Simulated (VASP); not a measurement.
W (a cell with a defect): single point with PBE+D3(BJ)

W (a cell with a defect):

```
W
1.0
     6.32000    0.00000    0.00000
     0.00000    6.32000    0.00000
     0.00000    0.00000    6.32000
W
15
Direct
  0.24752 0.75248 0.75248
  0.50000 0.00000 0.00000
  0.00000 0.50000 0.00000
  0.00000 0.00000 0.50000
  0.24752 0.24752 0.24752
  0.50000 0.50000 0.00000
  0.50000 0.00000 0.50000
  0.75248 0.24752 0.24752
  0.00000 0.50000 0.50000
  0.24752 0.75248 0.24752
  0.24752 0.24752 0.75248
  0.50000 0.50000 0.50000
  0.75248 0.75248 0.24752
  0.75248 0.24752 0.75248
  0.75248 0.75248 0.75248
```

```
Program                : VASP 6.6.1
Task                   : single point
Functional             : PBE
Dispersion             : D3(BJ)
Potentials or basis    : VASP PAW PBE potentials, release 64 (W_sv)
Cutoff                 : 520 eV
k mesh                 : 3 × 3 × 3
Occupations            : gaussian, width 0.1 eV
Spin                   : no spin polarisation
Dipole correction      : no
Further INCAR settings : LREAL = Auto; ALGO = Normal; EDIFF = 1e-06; NBANDS = 118
```

```yaml
Pressure: -6.5 GPa
Largest_force: 0.021 eV/Å
Band_gap_on_the_k_mesh: zero (bands 105 and 106 overlap by 0.01 eV)
Dispersion_energy_per_atom: -0.654 eV
```

Forces on the atoms (eV/Å):
```
W   -0.012  0.012  0.012
W    0.000  0.000  0.000
W    0.000  0.000  0.000
W    0.000  0.000  0.000
W   -0.012 -0.012 -0.012
W    0.000  0.000  0.000
W    0.000  0.000  0.000
W    0.012 -0.012 -0.012
W    0.000  0.000  0.000
W   -0.012  0.012 -0.012
W   -0.012 -0.012  0.012
W    0.000  0.000  0.000
W    0.012  0.012 -0.012
W    0.012 -0.012  0.012
W    0.012  0.012  0.012
```

Levels at points of the mesh, in eV from the Fermi level:
```csv
k point,band 103,band 104,band 105,band 106,band 107,band 108
"(0.00, 0.00, 0.00)",-0.05,-0.05,-0.05,1.07,1.07,1.07
```

Wall time 2.7 min on 1 thread of Intel(R) Xeon(R) Platinum 8375C CPU @ 2.90GHz (Ice Lake) (shared host), peak memory 0.36 GiB.

Caveat: spin-orbit coupling is left out, which moves the levels of the heavy elements.
